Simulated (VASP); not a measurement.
The system is CaO.

```
CELL_PARAMETERS angstrom
0.00000 2.39755 2.39755
2.37669 0.00000 2.39755
2.37669 2.39755 0.00000
ATOMIC_POSITIONS crystal
Ca 0.00000 0.00000 0.00000
O 0.50000 0.50000 0.50000
```

This cell differs from its parent crystal: uniaxial x strain -0.9%.

Base run:

| Item | Value |
| --- | --- |
| Program | VASP 6.6.1 |
| Functional | PBE |
| Potentials or basis | VASP PAW PBE potentials, release 64 (Ca_sv, O) |
| Cutoff | 520 eV |
| k mesh | 10 × 10 × 10 |
| Occupations | fermi-dirac, width 0.02 eV |
| Spin | no spin polarisation |

Its results: band gap on the k mesh 3.60 eV, indirect (least direct gap 3.99 eV); pressure 4.1 GPa.

Q: The run is repeated on the same cell with these changes: functional from PBE to r2SCAN; occupations from fermi-dirac, width 0.02 eV to gaussian, width 0.01 eV. What comes out?

A: Band gap on the k mesh 4.15 eV, indirect (least direct gap 4.55 eV); pressure 2.1 GPa.

Caveats: the PAW data sets were made with another functional, which shifts forces and pressure a little (some runs).

A k mesh can miss the band edges.
